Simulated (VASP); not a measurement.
A run of VASP 6.6.1 is set up as follows.

Contents of INCAR:

```
PREC = Accurate ; ENCUT = 520
EDIFF = 1E-6 ; ISMEAR = 0
SIGMA = 0.15 ; LREAL = False
LASPH = True ; NELM = 80
ALGO = Fast ; ISIF = 2
LWAVE = False ; LCHARG = False
GGA = PS ; NBANDS = 37
```

KPOINTS

```
Automatic mesh
0
Gamma
  10 10 10
```

Contents of POSCAR:

```
Ta4C3
1.0
    4.4077284998     -0.0278549764      0.0335483542
   -0.0278549764      4.3989933340     -0.0275416083
    0.0335483542     -0.0275416083      4.3877823824
Ta C
4 3
Direct
   -0.0024428716      0.4998723023      0.5383135386
    0.4962080052     -0.0088629471      0.4896112256
    0.5132805852      0.4817385963     -0.0124798816
   -0.0445366860      0.0027882691     -0.0156729147
    0.5247186190     -0.0129771182     -0.0199798220
    0.0161723720      0.5227215670      0.0338834428
   -0.0034000238      0.0147193306      0.4863244112
```

Potentials or basis: VASP PAW PBE potentials, release 64 (Ta_pv, C).

Launch:

```sh
$ cat potpaw_PBE.64/Ta_pv/POTCAR potpaw_PBE.64/C/POTCAR > POTCAR
$ mpirun -np 1 vasp_std > vasp.out
```

Estimate the pressure.

8.7 GPa.

Predict the largest force.

6.091 eV/Å.

Estimate the band gap on the k mesh.

zero (bands 28 and 29 overlap by 0.80 eV).

Stress tensor (GPa, compression positive):
```
16.39  0.12 -3.47
 0.12  6.47  1.22
-3.47  1.22  3.18
```

Caveat: the cell differs from its parent crystal (atoms moved at random and the cell strained at random); the stress differs along the axes, from 3 to 16 GPa; the PAW data sets were made with another functional, which shifts forces and pressure a little; spin-orbit coupling is left out, which moves the levels of the heavy elements.
